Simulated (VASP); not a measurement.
Write the native input for VASP 6.6.1 that does the following.

```yaml
Task: single point
Functional: revPBE
Potentials_or_basis: VASP PAW PBE potentials, release 64 (Zn, O)
Cutoff: 520 eV
k_mesh: 9 × 9 × 5
Occupations: fermi-dirac, width 0.05 eV
Spin: no spin polarisation
Dipole_correction: no
Further_INCAR_settings: ALGO = Normal; EDIFF = 1e-07; NBANDS = 26
```

The structure of ZnO (zincite) lies in POSCAR:

```
ZnO
1.0
    3.2708272232      0.0000000000      0.0000000000
   -1.6354136116      2.8326194666      0.0000000000
    0.0000000000      0.0000000000      5.2401848988
Zn O
2 2
Direct
    0.6666666667      0.3333333333      0.0000000000
    0.3333333333      0.6666666667      0.5000000000
    0.3333333333      0.6666666667      0.8790100000
    0.6666666667      0.3333333333      0.3790100000
```

One way to write it, as run:

INCAR

```
PREC = Accurate ; ENCUT = 520
EDIFF = 1E-7 ; ISMEAR = -1
SIGMA = 0.05 ; LREAL = False
LASPH = True ; NELM = 60
ALGO = Normal ; ISIF = 2
LWAVE = False ; LCHARG = True
GGA = RE ; LELF = True
LVHAR = True ; NBANDS = 26
```

KPOINTS

```
Automatic mesh
0
Gamma
  9 9 5
```

Potentials or basis: VASP PAW PBE potentials, release 64 (Zn, O).

Launch:

```sh
$ cat potpaw_PBE.64/Zn/POTCAR potpaw_PBE.64/O/POTCAR > POTCAR
$ mpirun -np 1 vasp_std > vasp.out
```

It gave:

```yaml
Pressure: 6.3 GPa
Largest_force: 0.072 eV/Å
Band_gap_on_the_k_mesh: 0.83 eV, direct
```

Caveat: the PAW data sets were made with another functional, which shifts forces and pressure a little.

Wall time 52 s on 1 thread of Intel(R) Xeon(R) Platinum 8259CL CPU @ 2.50GHz (Skylake/Cascade Lake), on a shared host, peak memory 0.18 GiB.
